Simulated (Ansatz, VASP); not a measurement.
**C in VASP and in Ansatz**

Contents of INCAR:

```
ALGO = Normal ; EDIFF = 1E-6
ENCUT = 520 ; GGA = PE
ISIF = 2 ; ISMEAR = 0
IVDW = 12 ; LASPH = True
LCHARG = True ; LELF = True
LREAL = False ; LVHAR = True
LWAVE = False ; NBANDS = 11
NELM = 60 ; PREC = Accurate
SIGMA = 0.03
```

Contents of KPOINTS:

```
k-points
0
Gamma
  16 16 16
```

POSCAR

```
C
1.0
    0.0000000000      2.1482183678      3.4203586967
    1.2409363575      0.0000000000      3.4203586967
    1.2409363575      2.1482183678      0.0000000000
C
2
Direct
    0.1754825005      0.8245174995      0.1754825005
    0.8245174995      0.1754825005      0.8245174995
```

Input for Ansatz:

```yaml
crystal:
  lattice:
    - [0.0, 2.1482183678, 3.4203586967]
    - [1.2409363575, 0.0, 3.4203586967]
    - [1.2409363575, 2.1482183678, 0.0]
  atoms:
    - { symbol: C, position: [0.1754825005, 0.8245174995, 0.1754825005] }
    - { symbol: C, position: [0.8245174995, 0.1754825005, 0.8245174995] }
basis:
  ecutwfc: 520.0
kpoints:
  mp_grid: { grid: [16, 16, 16] }
hamiltonian:
  xc: pbe
  pseudopotentials: { kind: paw, azcp: { folder: soft_1 } }
  dispersion: d3bj
scf:
  occupations: { method: gaussian, width: 0.03 }
output:
  forces: true
  stress: true
  eigenvalues: true
```

Alike in both runs: task single point; functional PBE; dispersion D3(BJ); k mesh 16 × 16 × 16; occupations gaussian, width 0.03 eV; no spin polarisation.

|  | VASP | Ansatz |
| --- | --- | --- |
| version | VASP 6.6.1 | Ansatz 0.2.0 |
| potentials or method | VASP PAW PBE potentials, release 64 (C), cutoff 520 eV | scalar-relativistic, plane waves, PAW |
| valence electrons in the cell | 8 | 8 |

VASP gave:

| Quantity | Value |
| --- | --- |
| gap on the k mesh at the Fermi level (eV) | 0.01 |
| least direct gap on the mesh (eV) | 0.01 |
| pressure (GPa) | -2.9 |
| traceless stress, the component that is largest in VASP (GPa) | -7.35 |
| rms of the force components (eV/Å) | 2.030 |

What did Ansatz give for the same quantities?

gap on the k mesh at the Fermi level (eV): 0.01; least direct gap on the mesh (eV): 0.01; pressure (GPa): -3.3; traceless stress, the component that is largest in VASP (GPa): -7.43; rms of the force components (eV/Å): 2.025.

Atom by atom the forces differ by 0.005 eV/Å (rms over components).
